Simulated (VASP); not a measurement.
Crystal: InSb3.

```
In Sb
1.0
     0.00000    3.79455    3.79455
     3.79455    0.00000    3.79455
     3.79455    3.79455    0.00000
In Sb
1 3
Cartesian
  0.0000 0.0000 0.0000
  1.8973 1.8973 1.8973
  5.6918 5.6918 5.6918
  3.7946 3.7946 3.7946
```

- Program: VASP 6.6.1
- Task: relaxation of cell and atoms
- Functional: PBE
- Dispersion: D3(BJ)
- Potentials or basis: VASP PAW PBE potentials, release 64 (In_d, Sb)
- Cutoff: 600 eV
- k mesh: 10 × 10 × 10
- Occupations: gaussian, width 0.1 eV
- Spin: no spin polarisation

At the start: pressure -2.9 GPa; volume 27.32 Å³/atom.

Problem. How do energy, volume and symmetry change on relaxing?

Solution. Over 3 steps the energy falls by 13.9 meV/atom and the volume is 25.87 Å³/atom (-5.3 %); space group Fm-3m (No. 225, to 0.05 Å).

Step by step:
```
step  energy change (eV)  largest force (eV/Å)  pressure (GPa)  volume (Å³)
   1              0.0000                0.0000           -2.91       109.27
   2             -0.0489                0.0000            1.15       101.62
   3             -0.0555                0.0000            0.01       103.47
```

Final structure:
```cif
data_structure
_symmetry_space_group_name_H-M 'P 1'
_symmetry_Int_Tables_number 1
_cell_length_a 5.2696
_cell_length_b 5.2696
_cell_length_c 5.2696
_cell_angle_alpha 60.000
_cell_angle_beta 60.000
_cell_angle_gamma 60.000
_cell_volume 103.47
loop_
_atom_site_label
_atom_site_type_symbol
_atom_site_fract_x
_atom_site_fract_y
_atom_site_fract_z
_atom_site_occupancy
In1 In 0.00000 0.00000 0.00000 1
Sb1 Sb 0.25000 0.25000 0.25000 1
Sb2 Sb 0.75000 0.75000 0.75000 1
Sb3 Sb 0.50000 0.50000 0.50000 1
```
